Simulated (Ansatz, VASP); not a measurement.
BaS in VASP and in Ansatz

Contents of INCAR:

```
ALGO = Normal
EDIFF = 1E-8
ENCUT = 520
GGA = PE
ISIF = 2
ISMEAR = -1
LASPH = True
LCHARG = False
LEFG = True
LREAL = False
LWAVE = False
NBANDS = 15
NELM = 100
PREC = Accurate
SIGMA = 0.01
```

KPOINTS

```
k-points
0
Gamma
  7 7 7
```

Contents of POSCAR:

```
BaS
1.0
    0.0000000000      3.1614876932      3.1614876932
    3.1614876932      0.0000000000      3.1614876932
    3.1614876932      3.1614876932      0.0000000000
Ba S
1 1
Direct
    0.0000000000      0.0000000000      0.0000000000
    0.5000000000      0.5000000000      0.5000000000
```

Input for Ansatz:

```yaml
crystal:
  lattice:
    - [0.0, 3.1614876932, 3.1614876932]
    - [3.1614876932, 0.0, 3.1614876932]
    - [3.1614876932, 3.1614876932, 0.0]
  atoms:
    - { symbol: Ba, position: [0.0, 0.0, 0.0] }
    - { symbol: S, position: [0.5, 0.5, 0.5] }
kpoints:
  mp_grid: { grid: [7, 7, 7] }
scf:
  occupations: { method: fermi_dirac, width: 0.01 }
hamiltonian:
  xc: pbe
  pseudopotentials: { kind: paw }
output:
  forces: true
  stress: true
  eigenvalues: true
  efg: { contact_densities: true }
  write_density: true
  write_potential: true
  elf: true
  volumetric_format: npy
```

Change from the starting cell: volume scaled by 0.97, PAW files.

Alike in both runs: task electric field gradients; functional PBE; k mesh 7 × 7 × 7; occupations fermi-dirac, width 0.01 eV; no spin polarisation.

```csv
,VASP,Ansatz
version,VASP 6.6.1,Ansatz 0.2.0
potentials or method,"VASP PAW PBE potentials, release 64 (Ba_sv, S)","PAW with Ansatz's default frozen-core files, scalar-relativistic"
plane-wave cutoff (eV),520,420
valence electrons in the cell,16,16
```

|  | VASP | Ansatz | Ansatz less VASP |
| --- | --- | --- | --- |
| gap on the k mesh at the Fermi level (eV) | 2.11 | 2.22 | +0.104 |
| pressure (GPa) | 3.0 | 2.3 | -0.67 |

Neither program's run includes spin-orbit coupling.
